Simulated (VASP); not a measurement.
Wanted: the native input for a VASP 6.6.1 run.

- Task: relaxation of cell and atoms
- Functional: PBE
- Potentials or basis: VASP PAW PBE potentials, release 64 (Y_sv, In_d, C, N)
- Cutoff: 600 eV
- k mesh: 4 × 4 × 4
- Occupations: gaussian, width 0.1 eV
- Spin: no spin polarisation
- Dipole correction: no
- Further INCAR settings: ALGO = Normal; EDIFF = 1e-06; IBRION = 2; EDIFFG = -0.04; NSW = 90; ISIF = 3

The structure of YInC6N6 lies in POSCAR:

```
YInC6N6
1.0
    0.0000000000      5.3735000000      5.3735000000
    5.3735000000      0.0000000000      5.3735000000
    5.3735000000      5.3735000000      0.0000000000
Y In C N
1 1 6 6
Direct
    0.0000000000      0.0000000000      0.0000000000
    0.5000000000      0.5000000000      0.5000000000
    0.8040383400      0.1959616600      0.1959616600
    0.1959616600      0.8040383400      0.1959616600
    0.1959616600      0.1959616600      0.8040383400
    0.1959616600      0.8040383400      0.8040383400
    0.8040383400      0.1959616600      0.8040383400
    0.8040383400      0.8040383400      0.1959616600
    0.6951707500      0.3048292500      0.3048292500
    0.3048292500      0.6951707500      0.3048292500
    0.3048292500      0.3048292500      0.6951707500
    0.3048292500      0.6951707500      0.6951707500
    0.6951707500      0.3048292500      0.6951707500
    0.6951707500      0.6951707500      0.3048292500
```

The input as run:

INCAR

```
  PREC = Accurate
  ENCUT = 600
  EDIFF = 1E-6
  ISMEAR = 0
  SIGMA = 0.1
  LREAL = F
  LASPH = T
  NELM = 100
  ALGO = Normal
  ISIF = 3
  LWAVE = F
  LCHARG = F
  GGA = PE
  IBRION = 2
  NSW = 90
  EDIFFG = -0.04
```

KPOINTS

```
regular mesh
0
Gamma
  4 4 4
```

Potentials or basis: VASP PAW PBE potentials, release 64 (Y_sv, In_d, C, N).

The run is started by

```console
$ cat potpaw_PBE.64/Y_sv/POTCAR potpaw_PBE.64/In_d/POTCAR potpaw_PBE.64/C/POTCAR potpaw_PBE.64/N/POTCAR > POTCAR
$ mpirun -np 1 vasp_std > vasp.out
```

It gave:

```json
{
 "Relaxed volume": "29.38 Å³/atom",
 "Relaxed cell": "a = 8.347 Å, b = 8.347 Å, c = 8.347 Å, α = 60.00°, β = 60.00°, γ = 60.00°",
 "Space group after relaxing (to 0.1 Å)": "Fm-3m (No. 225)",
 "Pressure after relaxing": "0.0 GPa",
 "Largest force after relaxing": "0.009 eV/Å",
 "Band gap on the k mesh": "4.54 eV (least direct gap 4.61 eV)"
}
```

Caveat: the volume moved by over 15 % at a fixed basis, so the end points are rough; spin-orbit coupling is left out, which moves the levels of the heavy elements.

Run time: 39 min on 1 thread of Intel(R) Xeon(R) 6975P-C (Granite Rapids), with other jobs on the host, peak memory 0.74 GiB.
